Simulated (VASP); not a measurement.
Crystal: BP.

```
CELL_PARAMETERS angstrom
0.00000 2.26900 2.26900
2.26900 0.00000 2.26900
2.26900 2.26900 0.00000
ATOMIC_POSITIONS crystal
B 0.00000 0.00000 0.00000
P 0.75000 0.75000 0.75000
```

Base run:

```yaml
Program: VASP 6.6.1
Functional: PBEsol
Potentials_or_basis: VASP PAW PBE potentials, release 64 (B, P)
Cutoff: 520 eV
k_mesh: 15 × 15 × 15
Occupations: fermi-dirac, width 0.05 eV
Spin: no spin polarisation
```

Its results: band gap on the k mesh 1.13 eV, indirect (least direct gap 3.36 eV); pressure -1.9 GPa.

Task: The run is repeated on the same cell with these changes: functional from PBEsol to r2SCAN. What comes out?

Result: Band gap on the k mesh 1.45 eV, indirect (least direct gap 3.64 eV); pressure -0.7 GPa.

r2SCAN gives the wider gap, since meta-GGAs in the generalised Kohn-Sham scheme recover part of the derivative discontinuity.

Caveats: the PAW data sets were made with another functional, which shifts forces and pressure a little.

A k mesh can miss the band edges.
